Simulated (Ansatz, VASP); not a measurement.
## Ga: VASP beside Ansatz

```
CELL_PARAMETERS angstrom
3.07362 0.00000 0.00000
-1.53681 2.66183 0.00000
0.00000 0.00000 4.84797
ATOMIC_POSITIONS crystal
Ga 0.33333 0.66667 0.25000
Ga 0.66667 0.33333 0.75000
```

Alike in both runs: functional RPBE; k mesh 12 × 12 × 7; occupations fermi-dirac, width 0.1 eV; no spin polarisation.

Ansatz relaxed the structure, and its values are those at the end. VASP's run is a single point on that final structure, the one shown.

|  | VASP | Ansatz |
| --- | --- | --- |
| version | VASP 6.6.1 | Ansatz 0.2.0 |
| potentials or method | VASP PAW PBE potentials, release 64 (Ga_d), cutoff 520 eV | plane waves (420 eV) with PAW, scalar-relativistic |
| valence electrons in the cell | 26 | 26 |

VASP gave:

- pressure (GPa): 0.1

Task: Estimate Ansatz's values.

Result: Pressure (GPa): 0.0.

VASP's potentials were made for PBE, not for RPBE.
